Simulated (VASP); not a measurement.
C: relaxation of cell and atoms with PBE

C:

```
CELL_PARAMETERS angstrom
1.79848 -3.88268 0.00000
1.79848 3.88268 0.00000
0.00000 0.00000 2.50727
ATOMIC_POSITIONS crystal
C 0.01037 0.40269 0.25000
C 0.40269 0.01037 0.75000
C 0.59731 0.98963 0.25000
C 0.98963 0.59731 0.75000
C 0.44309 0.55691 0.25000
C 0.55691 0.44309 0.75000
```

The cell was built from a structure type or drawn by symmetry, and may not be a known phase.

```
Program                : VASP 6.6.1
Task                   : relaxation of cell and atoms
Functional             : PBE
Potentials or basis    : VASP PAW PBE potentials, release 64 (C)
Cutoff                 : 600 eV
k mesh                 : 6 × 6 × 6
Occupations            : gaussian, width 0.1 eV
Spin                   : no spin polarisation
Dipole correction      : no
Further INCAR settings : ALGO = Normal; EDIFF = 1e-07; IBRION = 2; EDIFFG = -0.04; NSW = 90; ISIF = 3
```

- Relaxed volume: 6.17 Å³/atom
- Relaxed cell: a = 4.331 Å, b = 4.331 Å, c = 2.514 Å, α = 90.00°, β = 90.00°, γ = 128.25°
- Space group after relaxing (to 0.1 Å): Cmcm (No. 63)
- Energy gained by relaxing: 67.7 meV/atom
- Ionic steps: 9
- Pressure after relaxing: -0.1 GPa
- Largest force after relaxing: 0.034 eV/Å
- Band gap on the k mesh: 3.39 eV (least direct gap 3.65 eV)

Forces in eV/Å, atoms in the order of the input:
```
C    0.005 -0.025  0.000
C    0.005  0.025  0.000
C   -0.005 -0.025  0.000
C   -0.005  0.025  0.000
C    0.000 -0.034  0.000
C    0.000  0.034  0.000
```

Stress tensor (GPa, compression positive):
```
 0.16  0.00  0.00
 0.00 -0.41  0.00
 0.00  0.00  0.10
```

Step by step:
| step | energy change (eV) | largest force (eV/Å) | pressure (GPa) | volume (Å³) |
| --- | --- | --- | --- | --- |
| 1 | 0.0000 | 1.1635 | 28.17 | 35.02 |
| 2 | 0.5856 | 2.8328 | -29.25 | 40.33 |
| 3 | -0.3750 | 0.8128 | 0.56 | 36.97 |
| 4 | -0.3760 | 0.7583 | 1.57 | 36.89 |
| 5 | -0.3272 | 1.1057 | -4.74 | 37.60 |
| 6 | -0.4054 | 0.0517 | -1.23 | 37.15 |
| 7 | -0.4054 | 0.0650 | -1.18 | 37.14 |
| 8 | -0.4056 | 0.1160 | 0.89 | 36.95 |
| 9 | -0.4060 | 0.0339 | -0.05 | 37.04 |

Final structure:
```
C
1.0
     1.89008   -3.89712    0.00000
     1.89008    3.89712    0.00000
     0.00000    0.00000    2.51408
C
6
Direct
  0.00930 0.39966 0.25000
  0.39966 0.00930 0.75000
  0.60034 0.99070 0.25000
  0.99070 0.60034 0.75000
  0.44443 0.55558 0.25000
  0.55558 0.44443 0.75000
```

Levels at points of the mesh, in eV from the valence-band top:
```
           k point  band 9  band 10  band 11  band 12  band 13  band 14  band 15  band 16
(0.00, 0.00, 0.00)   -1.65    -1.32    -0.20     0.00     4.04     6.10     7.26     7.28
(0.50, 0.00, 0.00)   -3.55    -2.98    -1.41    -1.04     5.42     5.52     6.02     7.76
(0.50, 0.50, 0.00)   -4.64    -3.38    -2.67    -0.26     3.39     7.18     8.14     8.94
(0.00, 0.00, 0.50)   -6.85    -6.85    -4.45    -4.45     5.26     5.26    10.71    10.71
(0.50, 0.00, 0.50)   -4.40    -4.40    -2.77    -2.77     5.95     5.95     7.73     7.73
(0.50, 0.50, 0.50)   -4.40    -4.40    -3.32    -3.32     6.49     6.49     7.37     7.37
```

It took 5.7 min on 1 thread of Intel Xeon 8259CL (shared host), peak memory 0.17 GiB.

A k mesh can miss the band edges.
